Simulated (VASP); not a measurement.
Write the native input for VASP 6.6.1 that does the following.

```
Task                   : single point
Functional             : r2SCAN
Potentials or basis    : VASP PAW PBE potentials, release 64 (Ti_sv, Al)
Cutoff                 : 520 eV
k mesh                 : 12 × 12 × 12
Occupations            : gaussian, width 0.15 eV
Spin                   : no spin polarisation
Dipole correction      : no
Further INCAR settings : ALGO = Normal; EDIFF = 1e-06; NBANDS = 18
```

Crystal: TiAl3.

```xyz
4
Lattice="3.9557 0.0000 0.0000 0.0000 3.9557 0.0000 0.0000 0.0000 3.8370" Properties=species:S:1:pos:R:3 pbc="T T T"
Ti    0.0000    0.0000    0.0000
Al    1.9778    1.9778    0.0000
Al    1.9778    0.0000    1.9185
Al    0.0000    1.9778    1.9185
```

This cell differs from its parent crystal: strain +0.000 along x and y, -0.030 along z.

One way to write it, as run:

POSCAR

```
TiAl3
1.0
    3.9556712500      0.0000000000      0.0000000000
    0.0000000000      3.9556712500      0.0000000000
    0.0000000000      0.0000000000      3.8370011125
Ti Al
1 3
Direct
    0.0000000000      0.0000000000      0.0000000000
    0.5000000000      0.5000000000      0.0000000000
    0.5000000000      0.0000000000      0.5000000000
    0.0000000000      0.5000000000      0.5000000000
```

INCAR.step1

```
PREC     = Accurate       # precision mode
ENCUT    = 520            # plane-wave cutoff, eV
ISMEAR   = 0              # smearing method
SIGMA    = 0.15           # smearing width, eV
LREAL    = False          # projectors in reciprocal space
LASPH    = True           # aspherical terms in the spheres
NELM     = 60             # most SCF steps
NBANDS   = 18             # bands
GGA      = PE             # functional
ALGO     = Normal         # electronic algorithm
EDIFF    = 1E-4           # SCF threshold, eV
LWAVE    = True           # write WAVECAR
LCHARG   = False          # write CHGCAR
```

INCAR.step2

```
PREC     = Accurate       # precision mode
ENCUT    = 520            # plane-wave cutoff, eV
EDIFF    = 1E-6           # SCF threshold, eV
ISMEAR   = 0              # smearing method
SIGMA    = 0.15           # smearing width, eV
LREAL    = False          # projectors in reciprocal space
LASPH    = True           # aspherical terms in the spheres
NELM     = 60             # most SCF steps
ALGO     = Normal         # electronic algorithm
ISIF     = 2              # what is computed and relaxed
LWAVE    = False          # write WAVECAR
LCHARG   = False          # write CHGCAR
METAGGA  = R2SCAN         # meta-GGA
LMIXTAU  = True         
NBANDS   = 18             # bands
ISTART   = 1
```

KPOINTS

```
regular mesh
0
Gamma
  12 12 12
```

Potentials or basis: VASP PAW PBE potentials, release 64 (Ti_sv, Al).

Launch:

```bash
$ cat potpaw_PBE.64/Ti_sv/POTCAR potpaw_PBE.64/Al/POTCAR > POTCAR
$ cp INCAR.step1 INCAR
$ mpirun -np 1 vasp_std > vasp.out
$ cp INCAR.step2 INCAR
$ mpirun -np 1 vasp_std > vasp.out
```

It gave:

```
Pressure               : 3.8 GPa
Band gap on the k mesh : zero (an odd number of electrons rules out a gap without spin polarisation)
```

Caveat: the cell differs from its parent crystal (strain +0.000 along x and y, -0.030 along z); the cell stands under pressure; the PAW data sets were made with another functional, which shifts forces and pressure a little.

It took 18 min on 1 thread of Intel Xeon 8259CL, on a shared host, peak memory 0.32 GiB.
